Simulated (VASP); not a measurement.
# BaF2 (Fm-3m) in VASP: further runs, part 2 of 2

VASP 6.6.1.

### 3 Single point, PBE

Input file INCAR:

```
ALGO     = Normal         # electronic algorithm
EDIFF    = 1E-6           # SCF threshold, eV
ENCUT    = 600            # plane-wave cutoff, eV
GGA      = PE             # functional
GGA_COMPAT= F            
ISIF     = 2              # what is computed and relaxed
ISMEAR   = 0              # smearing method
LASPH    = T              # aspherical terms in the spheres
LCHARG   = F              # write CHGCAR
LREAL    = F              # projectors in reciprocal space
LWAVE    = F              # write WAVECAR
NBANDS   = 19             # bands
NELM     = 120            # most SCF steps
PREC     = Accurate       # precision mode
SIGMA    = 0.01           # smearing width, eV
```

Input file KPOINTS:

```
k-points
0
Gamma
  6 6 6
```

Input file POSCAR:

```
BaF2
1.0
    0.0000000000      3.0971666807      3.0971666807
    3.0971666807      0.0000000000      3.0971666807
    3.0971666807      3.0971666807      0.0000000000
Ba F
1 2
Direct
    0.0000000000      0.0000000000      0.0000000000
    0.2500000000      0.2500000000      0.2500000000
    0.7500000000      0.7500000000      0.7500000000
```

Potentials or basis: VASP PAW PBE potentials, release 64 (Ba_sv, F).

The run is started by

```
> cat potpaw_PBE.64/Ba_sv/POTCAR potpaw_PBE.64/F/POTCAR > POTCAR
> mpirun -np 1 vasp_std > vasp.out
```

OUTCAR:

```text
EDIFF = 1E-6
   ENCUT = 600
   GGA = PE
   ISIF = 2
   ISMEAR = 0
   LASPH = T
   LREAL = F
   NELM = 120
   PREC = Accurate

 ion  position               nearest neighbor table
   1  0.000  0.000  0.000-   2 2.68   3 2.68   3 2.68   3 2.68   3 2.68   2 2.68   2 2.68   2 2.68

   2  0.250  0.250  0.250-   1 2.68   1 2.68   1 2.68   1 2.68
   3  0.750  0.750  0.750-   1 2.68   1 2.68   1 2.68   1 2.68

  LATTYP: Found a face centered cubic cell.
 ALAT       =     6.1943333614

  Lattice vectors:

 A1 = (   0.0000000000,   3.0971666807,   3.0971666807)
 A2 = (   3.0971666807,   0.0000000000,   3.0971666807)
 A3 = (   3.0971666807,   3.0971666807,   0.0000000000)

Analysis of symmetry for initial positions (statically):
=====================================================================
 Subroutine PRICEL returns:
 Original cell was already a primitive cell.

 Routine SETGRP: Setting up the symmetry group for a
 face centered cubic supercell.

[... 155 lines left out ...]
  free energy    TOTEN  =       -17.11004962 eV

  energy without entropy =      -17.11004962  energy(sigma->0) =      -17.11004962

 E-fermi :  -1.9901     XC(G=0):  -8.7135

 val. band max:       -2.0741147655   @ k =  -0.1667   0.1667   0.0000
 cond. band min:       4.7151971900   @ k =   0.0000   0.0000   0.0000
 fundamental gap:      6.7893119555
 Fermi energy:        -1.9901372888

 k-point     1 :       0.0000    0.0000    0.0000
  band No.  band energies     occupation
      1     -25.1532      2.00000
      2     -20.9984      2.00000
      3     -20.9462      2.00000
      4      -9.9866      2.00000
      5      -9.9866      2.00000
      6      -9.9866      2.00000
[... 329 lines left out ...]
      6      -9.9624      2.00000
[... 11 lines left out ...]
     18      12.4106      0.00000
     19      12.6746      0.00000

------------------------ aborting loop because EDIFF is reached ----------------------------------------

  FORCE on cell =-STRESS in cart. coord.  units (eV):
  Direction    XX          YY          ZZ          XY          YZ          ZX
  --------------------------------------------------------------------------------------
  -------------------------------------------------------------------------------------
  Total        0.9118982      0.9118982      0.9118982      0.0000000     -0.0000000      0.0000000
  in kB       24.5885653     24.5885653     24.5885653      0.0000000     -0.0000000      0.0000000
  external PRESSURE =      24.5885653 kB  Pullay stress =       0.0000000 kB

 VOLUME and BASIS-vectors are now :
 -----------------------------------------------------------------------------
  energy-cutoff  :      600.00
  volume of cell :       59.42
      direct lattice vectors                 reciprocal lattice vectors
     0.000000000  3.097166681  3.097166681    -0.161437873  0.161437873  0.161437873
     3.097166681  0.000000000  3.097166681     0.161437873 -0.161437873  0.161437873
     3.097166681  3.097166681  0.000000000     0.161437873  0.161437873 -0.161437873

 POSITION                                       TOTAL-FORCE (eV/Angst)
 -----------------------------------------------------------------------------------
      0.00000      0.00000      0.00000        -0.000000     -0.000000     -0.000000
      1.54858      1.54858      1.54858        -0.000000     -0.000000     -0.000000
      4.64575      4.64575      4.64575         0.000000      0.000000      0.000000
 -----------------------------------------------------------------------------------
    total drift:                                0.000000      0.000000      0.000000

  FREE ENERGIE OF THE ION-ELECTRON SYSTEM (eV)
  ---------------------------------------------------
  free  energy   TOTEN  =       -17.1100496219 eV

  energy  without entropy=      -17.1100496219  energy(sigma->0) =      -17.11004962
```

OSZICAR:

```text
N       E                     dE             d eps       ncg     rms          rms(c)
DAV:   1     0.159655292921E+03    0.15966E+03   -0.14106E+04   608   0.133E+03
DAV:   2    -0.101893897884E+02   -0.16984E+03   -0.16322E+03   754   0.273E+02
DAV:   3    -0.187185437703E+02   -0.85292E+01   -0.84933E+01   762   0.628E+01
DAV:   4    -0.188700329389E+02   -0.15149E+00   -0.15125E+00   732   0.800E+00
DAV:   5    -0.188743076477E+02   -0.42747E-02   -0.42746E-02   695   0.111E+00    0.857E+00
DAV:   6    -0.170902384033E+02    0.17841E+01   -0.75397E+00   626   0.214E+01    0.425E+00
DAV:   7    -0.170830861770E+02    0.71522E-02   -0.28172E-01   667   0.407E+00    0.221E+00
DAV:   8    -0.171008472614E+02   -0.17761E-01   -0.64444E-02   625   0.273E+00    0.307E-01
DAV:   9    -0.171069851147E+02   -0.61379E-02   -0.11104E-02   674   0.753E-01    0.139E-01
DAV:  10    -0.171100364196E+02   -0.30513E-02   -0.32389E-03   647   0.383E-01    0.385E-02
DAV:  11    -0.171100295820E+02    0.68376E-05   -0.18920E-04   706   0.109E-01    0.217E-02
DAV:  12    -0.171100491053E+02   -0.19523E-04   -0.53032E-05   632   0.514E-02    0.354E-03
DAV:  13    -0.171100496219E+02   -0.51657E-06   -0.66526E-07   591   0.656E-03
   1 F= -.17110050E+02 E0= -.17110050E+02  d E =-.739205E-34
```

stdout:

```text
POSCAR found type information on POSCAR BaF
 POSCAR found :  2 types and       3 ions
 scaLAPACK will be used
 LDA part: xc-table for (Slater+PW92), standard interpolation
 POSCAR, INCAR and KPOINTS ok, starting setup
 FFT: planning ... GRIDC
 FFT: planning ... GRID_SOFT
 FFT: planning ... GRID
 WAVECAR not read
 entering main loop
```

Run time: 40 s. Hardware: 1 thread of Intel Xeon 8259CL, shared host; peak memory 0.21 GiB.

What came out:

```
Free energy            : -17.1100 eV
Pressure               : 2.5 GPa
Band gap on the k mesh : 6.79 eV (least direct gap 6.86 eV)
```

Levels at points of the mesh, in eV from the valence-band top:
```tsv
k point	band 9	band 10	band 11	band 12	band 13	band 14	band 15	band 16
(0.00, 0.00, 0.00)	-1.49	-0.07	-0.07	-0.07	6.79	9.20	9.20	11.42
(0.50, 0.00, 0.00)	-0.66	-0.34	-0.15	-0.15	9.13	9.20	9.20	9.81
(0.50, 0.50, 0.00)	-0.35	-0.32	-0.32	-0.12	7.26	9.03	10.69	11.98
```

Caveat: spin-orbit coupling is left out, which moves the levels of the heavy elements.

### 4 Single point, PBE

Input file INCAR:

```
SYSTEM = BaF2
PREC = Accurate ; ENCUT = 600
EDIFF = 1E-6 ; ISMEAR = 0
SIGMA = 0.01 ; LREAL = .False.
LASPH = .True. ; NELM = 120
ALGO = Normal ; ISIF = 2
LWAVE = .False. ; LCHARG = .False.
GGA = PE ; NBANDS = 19
GGA_COMPAT = .False.
```

Input file KPOINTS:

```
Automatic mesh
0
Gamma
  8 8 8
  0 0 0
```

POSCAR is that of step 3.

The run is started by

```
> cat potpaw_PBE.64/Ba_sv/POTCAR potpaw_PBE.64/F/POTCAR > POTCAR
> mpirun -np 1 vasp_std > vasp.out
```

Wall time 67 s (1 thread of Intel Xeon 8259CL, shared host); peak memory 0.22 GiB.

Results (log left out):

```
Free energy            : -17.1099 eV
Pressure               : 2.5 GPa
Band gap on the k mesh : 6.78 eV (least direct gap 6.86 eV)
```

Levels at points of the mesh, in eV from the valence-band top:
```
           k point  band 8  band 9  band 10  band 11  band 12  band 13  band 14  band 15  band 16  band 17
(0.00, 0.00, 0.00)   -1.50   -1.50    -0.08    -0.08    -0.08     6.78     9.19     9.19    11.41    11.41
(0.50, 0.00, 0.00)   -1.10   -0.67    -0.35    -0.17    -0.17     9.12     9.19     9.19     9.80    11.60
(0.50, 0.50, 0.00)   -0.36   -0.36    -0.33    -0.33    -0.13     7.25     9.01    10.68    11.97    11.97
```

Caveat: spin-orbit coupling is left out, which moves the levels of the heavy elements. A k mesh can miss the band edges.

### 5 Single point, r2SCAN

POSCAR is that of step 4.

Input file INCAR.step1:

```
SYSTEM = BaF2
PREC = Accurate
ENCUT = 660
ISMEAR = 0
SIGMA = 0.01
LREAL = .False.
LASPH = .True.
NELM = 120
NBANDS = 19
GGA = PE
ALGO = Normal
EDIFF = 1E-5
LWAVE = .True.
LCHARG = .False.
GGA_COMPAT = .False.
```

Input file INCAR.step2:

```
SYSTEM = BaF2
PREC = Accurate
ENCUT = 660
EDIFF = 1E-6
ISMEAR = 0
SIGMA = 0.01
LREAL = .False.
LASPH = .True.
NELM = 120
ALGO = Normal
ISIF = 2
LWAVE = .False.
LCHARG = .True.
METAGGA = R2SCAN
LMIXTAU = .True.
LELF = .True.
LVHAR = .True.
NBANDS = 19
ISTART = 1
GGA_COMPAT = .False.
```

Input file KPOINTS:

```
regular mesh
0
Gamma
  6 6 6
  0 0 0
```

The run is started by

```
> cat potpaw_PBE.64/Ba_sv/POTCAR potpaw_PBE.64/F/POTCAR > POTCAR
> cp INCAR.step1 INCAR
> mpirun -np 1 vasp_std > vasp.out
> cp INCAR.step2 INCAR
> mpirun -np 1 vasp_std > vasp.out
```

It took 4.7 min on 1 thread of Intel Xeon 8259CL, shared host; peak memory 0.27 GiB.

The run converged. Its results:

```
Free energy            : -45.0675 eV
Pressure               : 0.9 GPa
Band gap on the k mesh : 7.36 eV (least direct gap 7.43 eV)
```

Levels at points of the mesh, in eV from the valence-band top:
| k point | band 9 | band 10 | band 11 | band 12 | band 13 | band 14 | band 15 | band 16 |
| --- | --- | --- | --- | --- | --- | --- | --- | --- |
| (0.00, 0.00, 0.00) | -1.47 | -0.07 | -0.07 | -0.07 | 7.36 | 9.93 | 9.93 | 12.30 |
| (0.50, 0.00, 0.00) | -0.64 | -0.34 | -0.15 | -0.15 | 9.88 | 9.88 | 9.97 | 10.14 |
| (0.50, 0.50, 0.00) | -0.35 | -0.30 | -0.30 | -0.12 | 7.71 | 9.87 | 11.42 | 12.88 |

Caveat: the PAW data sets were made with another functional, which shifts forces and pressure a little; spin-orbit coupling is left out, which moves the levels of the heavy elements. A k mesh can miss the band edges.

### 6 Single point, HSE06

POSCAR is that of step 5.

Input file INCAR.step1:

```
SYSTEM = BaF2
  PREC = Accurate
  ENCUT = 520
  EDIFF = 1E-5
  ISMEAR = 0
  SIGMA = 0.01
  LREAL = .False.
  LASPH = .True.
  NELM = 120
  ALGO = Normal
  ISIF = 2
  LWAVE = .True.
  NBANDS = 19
  GGA = PE
  GGA_COMPAT = .False.
  KPAR = 4
```

Input file INCAR.step2:

```
SYSTEM = BaF2
  PREC = Accurate
  ENCUT = 520
  EDIFF = 1E-6
  ISMEAR = 0
  SIGMA = 0.01
  LREAL = .False.
  LASPH = .True.
  NELM = 120
  ALGO = Normal
  ISIF = 2
  LWAVE = .False.
  LCHARG = .True.
  GGA = PE
  LHFCALC = .True.
  HFSCREEN = 0.2079
  PRECFOCK = Normal
  LVHAR = .True.
  NBANDS = 19
  ISTART = 1
  GGA_COMPAT = .False.
  KPAR = 4
```

KPOINTS is that of step 5.

Potentials or basis: VASP PAW PBE potentials, release 64 (Ba_sv, F).

The run is started by

```
> cat potpaw_PBE.64/Ba_sv/POTCAR potpaw_PBE.64/F/POTCAR > POTCAR
> cp INCAR.step1 INCAR
> mpirun -np 4 vasp_std > vasp.out
> cp INCAR.step2 INCAR
> mpirun -np 4 vasp_std > vasp.out
```

It took 25 min on 4 MPI ranks of AMD EPYC 7R13 (Zen 3), shared host; peak memory 0.3 GiB.

It converged, with:

```yaml
Free_energy: -20.3746 eV
Pressure: 1.4 GPa
Band_gap_on_the_k_mesh: 8.72 eV (least direct gap 8.79 eV)
```

Levels at points of the mesh, in eV from the valence-band top:
```csv
k point,band 9,band 10,band 11,band 12,band 13,band 14,band 15,band 16
"(0.00, 0.00, 0.00)",-1.56,-0.07,-0.07,-0.07,8.72,11.32,11.32,13.69
"(0.50, 0.00, 0.00)",-0.70,-0.34,-0.15,-0.15,11.26,11.30,11.30,11.71
"(0.50, 0.50, 0.00)",-0.38,-0.29,-0.29,-0.15,9.19,11.16,12.90,14.26
```

Caveat: the PAW data sets were made with another functional, which shifts forces and pressure a little; spin-orbit coupling is left out, which moves the levels of the heavy elements. A k mesh can miss the band edges.

### 7 Summary

```tsv
level	k mesh	cutoff (eV)	grid for exact exchange (PRECFOCK)	share of exact exchange	screening parameter	gap on the mesh (eV)	pressure (GPa)
PBE	6 × 6 × 6	600	-	-	-	6.79	2.5
PBE	8 × 8 × 8	600	-	-	-	6.78	2.5
r2SCAN	6 × 6 × 6	660	-	-	-	7.36	0.9
HSE06	6 × 6 × 6	520	Normal	0.25	0.2079 1/Å	8.72	1.4
```

Alike in all rows: task single point; potentials or basis VASP PAW PBE potentials, release 64 (Ba_sv, F); no spin polarisation; cell as given; smearing gaussian 0.01 eV.

On the cell as given the gap runs from 6.78 eV (PBE) to 8.72 eV (HSE06); the meshes differ, which moves gaps too. The pressure there spans 0.9 GPa (r2SCAN) to 2.5 GPa (PBE); a positive pressure means that this level wants a larger cell, a negative one a smaller.

Caveats: spin-orbit coupling is left out, which moves the levels of the heavy elements; the PAW data sets were made with another functional, which shifts forces and pressure a little (at least some runs).

Total energies depend on the potentials used, so only differences within one code and one set of settings carry meaning.
